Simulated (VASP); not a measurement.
Input of a VASP 6.6.1 run:

The input INCAR:

```
SYSTEM = Au
PREC = Accurate
ENCUT = 520
EDIFF = 1E-7
ISMEAR = -1
SIGMA = 0.1
LREAL = .FALSE.
LASPH = .TRUE.
NELM = 100
ALGO = Normal
ISIF = 2
LWAVE = .FALSE.
LCHARG = .FALSE.
GGA = PS
NBANDS = 12
```

The input KPOINTS:

```
Automatic mesh
0
G
  18 18 18
  0 0 0
```

File POSCAR:

```
Au
1.0
   -1.3283955630      1.3283955630      1.3283955630
    1.3283955630     -1.3283955630      1.3283955630
    1.3283955630      1.3283955630     -1.3283955630
Au
1
Direct
    0.0000000000      0.0000000000      0.0000000000
```

Potentials or basis: VASP PAW PBE potentials, release 64 (Au).

Launch:

```console
$ cat potpaw_PBE.64/Au/POTCAR > POTCAR
$ mpirun -np 1 vasp_std > vasp.out
```

Estimate the pressure.

532.0 GPa.

Caveat: the PAW data sets were made with another functional, which shifts forces and pressure a little.
